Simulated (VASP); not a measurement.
# Al3BiO (P4/mmm) in VASP: notebook

The runs below take Al3BiO through single point, relaxation of cell and atoms, with PBE.

All numbers are computed with VASP 6.6.1; they aren't measurements. Logs are shortened: lines on timing, memory, paths and dates and some standing lists are left out, and cuts for length are marked.

### 1 The cell of the first run

The structure is tetragonal, space group P4/mmm (No. 123). Conventional cell: a = 5.029 Å, b = 5.029 Å, c = 3.663 Å, α = 90.00°, β = 90.00°, γ = 90.00°. Within 2.4 Å of Al (site symmetry 4/mmm) lie 2 O at 1.83 Å. Al (site symmetry mmm) has 2 O at 2.51 Å and 4 Al at 3.11 Å and 4 Bi at 3.11 Å within 3.3 Å. Within 4.1 Å of Bi (site symmetry 4/mmm) lie 12 Al at 3.11 to 3.56 Å and 2 Bi at 3.66 Å and 8 O at 4.00 Å. Within 2.4 Å of O (site symmetry 4/mmm) lie 2 Al at 1.83 Å.

The cell was built from a structure type or drawn by symmetry, and may not be a known phase.

### 2 Single point, PBE

The input, INCAR:

```
SYSTEM = Al3BiO
  PREC = Accurate
  ENCUT = 520
  EDIFF = 1E-6
  ISMEAR = 0
  SIGMA = 0.1
  LREAL = .False.
  LASPH = .True.
  NELM = 100
  ALGO = Normal
  ISIF = 2
  LWAVE = .False.
  LCHARG = .True.
  GGA = PE
  LELF = .True.
  LVHAR = .True.
  NBANDS = 23
```

The input, KPOINTS:

```
regular mesh
0
Gamma
  4 4 6
  0 0 0
```

The input, POSCAR:

```
Al3BiO
1.0
    5.0291614600      0.0000000000      0.0000000000
    0.0000000000      5.0291614600      0.0000000000
    0.0000000000      0.0000000000      3.6630043200
Al Bi O
3 1 1
Direct
    0.0000000000      0.0000000000      0.0000000000
    0.0000000000      0.5000000000      0.5000000000
    0.5000000000      0.0000000000      0.5000000000
    0.5000000000      0.5000000000      0.0000000000
    0.0000000000      0.0000000000      0.5000000000
```

Potentials or basis: VASP PAW PBE potentials, release 64 (Al, Bi_d, O).

Launch:

```
$ cat potpaw_PBE.64/Al/POTCAR potpaw_PBE.64/Bi_d/POTCAR potpaw_PBE.64/O/POTCAR > POTCAR
$ mpirun -np 1 vasp_std > vasp.out
```

OUTCAR:

```text
SYSTEM = Al3BiO
   PREC = Accurate
   ENCUT = 520
   EDIFF = 1E-6
   ISMEAR = 0
   LREAL = .False.
   LASPH = .True.
   NELM = 100
   ISIF = 2
   GGA = PE

 ion  position               nearest neighbor table
   1  0.000  0.000  0.000-   5 1.83   5 1.83   2 3.11   2 3.11   3 3.11   3 3.11   2 3.11   2 3.11
                             3 3.11   3 3.11   4 3.56   4 3.56   4 3.56   4 3.56
   2  0.000  0.500  0.500-   5 2.51   5 2.51   1 3.11   1 3.11   4 3.11   1 3.11   4 3.11   1 3.11
                             4 3.11   4 3.11
   3  0.500  0.000  0.500-   5 2.51   5 2.51   1 3.11   1 3.11   4 3.11   4 3.11   4 3.11   1 3.11
                             4 3.11   1 3.11
   4  0.500  0.500  0.000-   2 3.11   3 3.11   2 3.11   3 3.11   3 3.11   3 3.11   2 3.11   2 3.11
                             1 3.56   1 3.56   1 3.56   1 3.56
   5  0.000  0.000  0.500-   1 1.83   1 1.83   3 2.51   2 2.51   2 2.51   3 2.51

  LATTYP: Found a simple tetragonal cell.
 ALAT       =     5.0291614600
 C/A-ratio  =     0.7283528972

  Lattice vectors:

 A1 = (   5.0291614600,   0.0000000000,   0.0000000000)
 A2 = (   0.0000000000,   5.0291614600,   0.0000000000)
 A3 = (   0.0000000000,   0.0000000000,   3.6630043200)

Analysis of symmetry for initial positions (statically):
=====================================================================
 Subroutine PRICEL returns:
 Original cell was already a primitive cell.

 Routine SETGRP: Setting up the symmetry group for a
 simple tetragonal supercell.

 Subroutine GETGRP returns: Found 16 space group operations
 (whereof 16 operations were pure point group operations)
 out of a pool of 16 trial point group operations.

The static configuration has the point symmetry D_4h.

Analysis of symmetry for dynamics (positions and initial velocities):
=====================================================================
 Subroutine PRICEL returns:
 Original cell was already a primitive cell.

 Routine SETGRP: Setting up the symmetry group for a
 simple tetragonal supercell.

 Subroutine GETGRP returns: Found 16 space group operations
 (whereof 16 operations were pure point group operations)
 out of a pool of 16 trial point group operations.

The dynamic configuration has the point symmetry D_4h.

 Subroutine INISYM returns: Found 16 space group operations
 (whereof 16 operations are pure point group operations),
 and found     1 'primitive' translations

----------------------------------------------------------------------------------------

                                     Primitive cell

  volume of cell :      92.6464

  direct lattice vectors                    reciprocal lattice vectors
     5.029161460  0.000000000  0.000000000     0.198840305  0.000000000  0.000000000
     0.000000000  5.029161460  0.000000000     0.000000000  0.198840305  0.000000000
     0.000000000  0.000000000  3.663004320     0.000000000  0.000000000  0.272999951

  length of vectors
     5.029161460  5.029161460  3.663004320     0.198840305  0.198840305  0.272999951

  position of ions in fractional coordinates (direct lattice)
     0.000000000  0.000000000  0.000000000
     0.000000000  0.500000000  0.500000000
     0.500000000  0.000000000  0.500000000
     0.500000000  0.500000000  0.000000000
     0.000000000  0.000000000  0.500000000

  ion indices of the primitive-cell ions
   primitive index   ion index
                 1           1
                 2           2
                 3           3
                 4           4
                 5           5

----------------------------------------------------------------------------------------

 KPOINTS: regular mesh

Automatic generation of k-mesh.
 Grid dimensions read from file:
 generate k-points for:    4    4    6

 Generating k-lattice:

  Cartesian coordinates                     Fractional coordinates (reciprocal lattice)
     0.049710076  0.000000000  0.000000000     0.250000000  0.000000000  0.000000000
     0.000000000  0.049710076  0.000000000     0.000000000  0.250000000  0.000000000
     0.000000000  0.000000000  0.045499992     0.000000000  0.000000000  0.166666667

  Length of vectors
     0.049710076  0.049710076  0.045499992

  Shift w.r.t. Gamma in fractional coordinates (k-lattice)
     0.000000000  0.000000000  0.000000000

 Subroutine IBZKPT returns following result:
 ===========================================

 Found     24 irreducible k-points:

 Following reciprocal coordinates:
            Coordinates               Weight
  0.000000  0.000000  0.000000      1.000000
  0.250000  0.000000  0.000000      4.000000
  0.500000  0.000000  0.000000      2.000000
  0.250000  0.250000  0.000000      4.000000
  0.500000  0.250000  0.000000      4.000000
  0.500000  0.500000  0.000000      1.000000
[... 16 lines left out ...]
  0.500000  0.250000  0.500000      4.000000
  0.500000  0.500000  0.500000      1.000000
   k-points           NKPTS =     24   k-points in BZ     NKDIM =     24   number of bands    NBANDS=     23
   number of dos      NEDOS =    301   number of ions     NIONS =      5
   total plane-waves  NPLWV =  44800
   dimension x,y,z NGX =    40 NGY =   40 NGZ =   28
   dimension x,y,z NGXF=    80 NGYF=   80 NGZF=   56
   ions per type =               3   1   1
   NGX,Y,Z   is equivalent  to a cutoff of  13.22, 13.22, 12.71 a.u.
   NGXF,Y,Z  is equivalent  to a cutoff of  26.45, 26.45, 25.42 a.u.
 SYSTEM =  Al3BiO
   PREC   = accura    normal or accurate (medium, high low for compatibility)
   ISTART =      0    job   : 0-new  1-cont  2-samecut
   ICHARG =      2    charge: 1-file 2-atom 10-const
   ISPIN  =      1    spin polarized calculation?
   LNONCOLLINEAR =      F non collinear calculations
   LSORBIT =      F    spin-orbit coupling
   LASPH  =      T    aspherical Exc in radial PAW
   ENCUT  =  520.0 eV  38.22 Ry    6.18 a.u.   9.35  9.35  6.81*2*pi/ulx,y,z
   NELM   =    100;   NELMIN=  2; NELMDL= -5     # of ELM steps
   EDIFF  = 0.1E-05   stopping-criterion for ELM
   LREAL  =      F    real-space projection
   EDIFFG = 0.1E-04   stopping-criterion for IOM
   NSW    =      0    number of steps for IOM
   IBRION =     -1    ionic relax: 0-MD 1-quasi-New 2-CG
   NFREE  =      0    steps in history (QN), initial steepest desc. (CG)
   ISIF   =      2    stress and relaxation
   ISYM   =      2    0-nonsym 1-usesym 2-fastsym
   POTIM  = 0.5000    time-step for ionic-motion
   TEBEG  =    0.0;   TEEND  =   0.0 temperature during run
   PSTRESS=    0.0 pullay stress
   NELECT =      30.0000    total number of electrons
   NUPDOWN=      -1.0000    fix difference up-down
   EMIN   =  10.00;   EMAX   =-10.00  energy-range for DOS
   EFERMI =   0.00;   METHOD = LEGACY
   ISMEAR =     0;   SIGMA  =   0.10  broadening in eV -4-tet -1-fermi 0-gaus
   EFERMI_NEDOS =   21; number of points for ismear=-14 and -15
   IALGO  =     38    algorithm
   IMIX   =      4    mixing-type and parameters
     AMIX     =   0.40;   BMIX     =  1.00
     AMIX_MAG =   1.60;   BMIX_MAG =  1.00
  volume/ion in A,a.u.               =      18.53       125.04
  Fermi-wavevector in a.u.,A,eV,Ry     =   1.124188  2.124408 17.195033  1.263799
  Thomas-Fermi vector in A             =   2.260859
   LORBIT       =      0    0 simple, 1 ext, 2 COOP (PROOUT), +10 PAW based schemes
   GGA     = PE    functional components
   LHFCALC =     F    Hartree Fock is set to
   AEXX    =    0.0000 exact exchange contribution
   IVDW    =     0    specifies the selected vdW correction
   LEPSILON=     F    determine dielectric tensor
   LRPA    =     F    only Hartree local field effects (RPA)
 non-spin polarized calculation
 Gauss-broadening in eV      SIGMA  =   0.10
  energy-cutoff  :      520.00
  volume of cell :       92.65
 maximum number of plane-waves:      2514
 NGX is ok and might be reduce to    40
   NGX = 19   NGY = 19   NGZ = 13

 number of electron      30.0000005 magnetization

 Free energy of the ion-electron system (eV)
  ---------------------------------------------------
  ext. energy  EPLUGINS =         0.00000000
  ---------------------------------------------------
  free energy    TOTEN  =       -21.38298652 eV

  energy without entropy =      -21.37128824  energy(sigma->0) =      -21.37713738

 E-fermi :   7.5878     XC(G=0): -10.1377

 val. band max:        7.5872411321   @ k =   0.2500   0.2500   0.3333
 cond. band min:       7.5911172636   @ k =   0.2500   0.2500   0.0000
 fundamental gap:      0.0038761316
 Fermi energy:         7.5877737210

 k-point     1 :       0.0000    0.0000    0.0000
  band No.  band energies     occupation
      1     -15.5237      2.00000
      2     -15.4653      2.00000
      3     -15.4653      2.00000
      4     -15.4588      2.00000
      5     -15.4421      2.00000
      6     -12.8831      2.00000
[... 15 lines left out ...]
     22      14.2396      0.00000
     23      14.2660      0.00000

 k-point     2 :       0.2500    0.0000    0.0000
  band No.  band energies     occupation
      1     -15.5232      2.00000
      2     -15.4657      2.00000
      3     -15.4653      2.00000
      4     -15.4571      2.00000
      5     -15.4427      2.00000
      6     -12.8754      2.00000
[... 15 lines left out ...]
     22      13.5655      0.00000
     23      14.2217      0.00000

 k-point     3 :       0.5000    0.0000    0.0000
  band No.  band energies     occupation
      1     -15.5227      2.00000
      2     -15.4659      2.00000
      3     -15.4653      2.00000
      4     -15.4554      2.00000
      5     -15.4432      2.00000
      6     -12.8677      2.00000
[... 15 lines left out ...]
     22      13.0380      0.00000
     23      14.5050      0.00000
[... 495 lines left out ...]
 k-point    23 :       0.5000    0.2500    0.5000
  band No.  band energies     occupation
      1     -15.5012      2.00000
      2     -15.4998      2.00000
      3     -15.4499      2.00000
      4     -15.4403      2.00000
      5     -15.4245      2.00000
      6     -12.6590      2.00000
[... 15 lines left out ...]
     22      12.5735      0.00000
     23      13.4474      0.00000

 k-point    24 :       0.5000    0.5000    0.5000
  band No.  band energies     occupation
      1     -15.5009      2.00000
      2     -15.5009      2.00000
      3     -15.4485      2.00000
      4     -15.4409      2.00000
      5     -15.4240      2.00000
      6     -12.6548      2.00000
[... 15 lines left out ...]
     22      13.8509      0.00000
     23      14.3536      0.00000

------------------------ aborting loop because EDIFF is reached ----------------------------------------

  FORCE on cell =-STRESS in cart. coord.  units (eV):
  Direction    XX          YY          ZZ          XY          YZ          ZX
  --------------------------------------------------------------------------------------
  -------------------------------------------------------------------------------------
  Total        2.1116944      2.1116944      0.1348741      0.0000000     -0.0000000      0.0000000
  in kB       36.5185102     36.5185102      2.3324411      0.0000000     -0.0000000      0.0000000
  external PRESSURE =      25.1231539 kB  Pullay stress =       0.0000000 kB

 VOLUME and BASIS-vectors are now :
 -----------------------------------------------------------------------------
  energy-cutoff  :      520.00
  volume of cell :       92.65
      direct lattice vectors                 reciprocal lattice vectors
     5.029161460  0.000000000  0.000000000     0.198840305  0.000000000  0.000000000
     0.000000000  5.029161460  0.000000000     0.000000000  0.198840305  0.000000000
     0.000000000  0.000000000  3.663004320     0.000000000  0.000000000  0.272999951

 POSITION                                       TOTAL-FORCE (eV/Angst)
 -----------------------------------------------------------------------------------
      0.00000      0.00000      0.00000         0.000000      0.000000      0.000000
      0.00000      2.51458      1.83150         0.000000      0.000000      0.000000
      2.51458      0.00000      1.83150         0.000000      0.000000      0.000000
      2.51458      2.51458      0.00000         0.000000      0.000000      0.000000
      0.00000      0.00000      1.83150         0.000000      0.000000      0.000000
 -----------------------------------------------------------------------------------
    total drift:                               -0.000000     -0.000000     -0.000000

  FREE ENERGIE OF THE ION-ELECTRON SYSTEM (eV)
  ---------------------------------------------------
  free  energy   TOTEN  =       -21.3829865177 eV

  energy  without entropy=      -21.3712882359  energy(sigma->0) =      -21.37713738
```

Wall time 32 s (1 thread of AMD EPYC 9R45 (Zen 5), shared host); peak memory 0.19 GiB.

What came out:

```
Free energy            : -21.3830 eV
Pressure               : 2.5 GPa
Band gap on the k mesh : zero (bands 15 and 16 overlap by 2.78 eV)
```

Levels at points of the mesh, in eV from the Fermi level:
| k point | band 11 | band 12 | band 13 | band 14 | band 15 | band 16 | band 17 | band 18 | band 19 | band 20 |
| --- | --- | --- | --- | --- | --- | --- | --- | --- | --- | --- |
| (0.00, 0.00, 0.00) | -4.29 | -3.97 | -2.95 | -2.95 | 0.14 | 0.47 | 2.78 | 2.78 | 3.00 | 4.87 |
| (0.50, 0.00, 0.00) | -6.50 | -3.61 | -1.91 | -0.91 | 0.34 | 1.31 | 2.39 | 2.50 | 3.70 | 3.75 |
| (0.50, 0.50, 0.00) | -3.81 | -3.81 | -3.42 | 1.12 | 1.76 | 3.15 | 3.15 | 3.41 | 3.59 | 3.59 |
| (0.00, 0.00, 0.50) | -6.08 | -2.28 | -2.28 | -1.90 | -1.00 | -0.77 | 0.83 | 0.92 | 0.92 | 2.52 |
| (0.50, 0.00, 0.50) | -4.31 | -3.87 | -3.67 | -1.59 | -1.43 | 0.18 | 0.46 | 0.49 | 2.23 | 3.19 |
| (0.50, 0.50, 0.50) | -5.23 | -4.60 | -4.60 | -1.57 | -1.57 | -0.06 | 0.75 | 4.25 | 4.25 | 4.95 |

Caveat: spin-orbit coupling is left out, which moves the levels of the heavy elements.

### 3 Single point, PBE

This run uses another cell than the first one, of 19.61 Å³/atom.

The input, INCAR:

```
SYSTEM = Al3BiO
PREC = Accurate
ENCUT = 520
EDIFF = 1E-6
ISMEAR = 0
SIGMA = 0.1
LREAL = .FALSE.
LASPH = .TRUE.
NELM = 60
ALGO = Normal
ISIF = 2
LWAVE = .FALSE.
LCHARG = .FALSE.
GGA = PE
NBANDS = 23
```

The input, KPOINTS:

```
Automatic mesh
0
G
  4 4 6
  0 0 0
```

POSCAR: that of step 2 with these lines changed.

```diff
@@ -2,5 +2,5 @@
 1.0
-    5.0291614600      0.0000000000      0.0000000000
-    0.0000000000      5.0291614600      0.0000000000
-    0.0000000000      0.0000000000      3.6630043200
+    5.2142173886      0.0000000000      0.0000000000
+    0.0000000000      5.2142173886      0.0000000000
+    0.0000000000      0.0000000000      3.6059358077
 Al Bi O
```

Potentials or basis: VASP PAW PBE potentials, release 64 (Al, Bi_d, O).

Launch:

```
$ cat potpaw_PBE.64/Al/POTCAR potpaw_PBE.64/Bi_d/POTCAR potpaw_PBE.64/O/POTCAR > POTCAR
$ mpirun -np 1 vasp_std > vasp.out
```

Run time: 33 s. Hardware: 1 thread of AMD EPYC 9R45 (Zen 5), shared host; peak memory 0.19 GiB.

Results (log left out):

- Free energy: -21.4629 eV
- Pressure: 0.2 GPa
- Band gap on the k mesh: zero (bands 15 and 16 overlap by 2.74 eV)

Stress tensor (GPa, compression positive):
```
0.14 0.00 0.00
0.00 0.14 0.00
0.00 0.00 0.22
```

Levels at points of the mesh, in eV from the Fermi level:
```
           k point  band 12  band 13  band 14  band 15  band 16  band 17  band 18  band 19
(0.00, 0.00, 0.00)    -4.11    -2.96    -2.96     0.73     0.77     2.52     2.52     2.90
(0.50, 0.00, 0.00)    -3.52    -2.21    -1.01     0.99     1.19     1.97     2.60     3.76
(0.50, 0.50, 0.00)    -3.84    -3.34     1.66     1.74     2.96     2.96     2.97     3.46
(0.00, 0.00, 0.50)    -2.02    -2.02    -1.97    -1.14    -0.77     0.48     0.92     0.92
(0.50, 0.00, 0.50)    -3.65    -3.53    -1.62    -1.27     0.17     0.25     0.60     2.13
(0.50, 0.50, 0.50)    -4.22    -4.22    -1.70    -1.70     0.01     0.76     3.76     3.76
```

Caveat: spin-orbit coupling is left out, which moves the levels of the heavy elements.

### 4 Single point, PBE

This run uses another cell than the first one, of 19.48 Å³/atom.

The input, INCAR:

```
SYSTEM = Al3BiO
PREC     = Accurate       ! precision mode
ENCUT    = 520            ! plane-wave cutoff, eV
EDIFF    = 1E-7           ! SCF threshold, eV
ISMEAR   = 0              ! smearing method
SIGMA    = 0.1            ! smearing width, eV
LREAL    = .FALSE.        ! projectors in reciprocal space
LASPH    = .TRUE.         ! aspherical terms in the spheres
NELM     = 60             ! most SCF steps
ALGO     = Normal         ! electronic algorithm
ISIF     = 2              ! what is computed and relaxed
LWAVE    = .FALSE.        ! write WAVECAR
LCHARG   = .TRUE.         ! write CHGCAR
GGA      = PE             ! functional
LELF     = .TRUE.         ! ELF
LVHAR    = .TRUE.       
NBANDS   = 23             ! bands
```

The input, KPOINTS:

```
regular mesh
0
G
  8 8 10
  0 0 0
```

POSCAR: that of step 3 with these lines changed.

```diff
@@ -2,5 +2,5 @@
 1.0
-    5.2142173886      0.0000000000      0.0000000000
-    0.0000000000      5.2142173886      0.0000000000
-    0.0000000000      0.0000000000      3.6059358077
+    5.1623024331      0.0000000000      0.0000000000
+    0.0000000000      5.1623024331      0.0000000000
+    0.0000000000      0.0000000000      3.6552765719
 Al Bi O
```

Launch:

```
$ cat potpaw_PBE.64/Al/POTCAR potpaw_PBE.64/Bi_d/POTCAR potpaw_PBE.64/O/POTCAR > POTCAR
$ mpirun -np 1 vasp_std > vasp.out
```

Run time: 2 min. Hardware: 1 thread of AMD EPYC 9R45 (Zen 5), shared host; peak memory 0.3 GiB.

It converged, with:

```yaml
Free_energy: -21.4042 eV
Pressure: 0.0 GPa
Band_gap_on_the_k_mesh: zero (bands 15 and 16 overlap by 2.67 eV)
```

Stress tensor (GPa, compression positive):
```
-0.09  0.00  0.00
 0.00 -0.09  0.00
 0.00  0.00  0.05
```

Levels at points of the mesh, in eV from the Fermi level:
| k point | band 13 | band 14 | band 15 | band 16 | band 17 | band 18 |
| --- | --- | --- | --- | --- | --- | --- |
| (0.00, 0.00, 0.00) | -2.79 | -2.79 | 0.59 | 0.62 | 2.69 | 2.69 |
| (0.50, 0.00, 0.00) | -2.00 | -0.92 | 0.81 | 1.32 | 2.21 | 2.64 |
| (0.50, 0.50, 0.00) | -3.29 | 1.52 | 1.79 | 3.22 | 3.25 | 3.25 |
| (0.00, 0.00, 0.50) | -1.99 | -1.91 | -1.00 | -0.65 | 0.71 | 1.02 |
| (0.50, 0.00, 0.50) | -3.51 | -1.51 | -1.20 | 0.33 | 0.34 | 0.66 |
| (0.50, 0.50, 0.50) | -4.21 | -1.57 | -1.57 | 0.07 | 0.82 | 4.00 |

Caveat: spin-orbit coupling is left out, which moves the levels of the heavy elements.

[end of part 1 of 2]
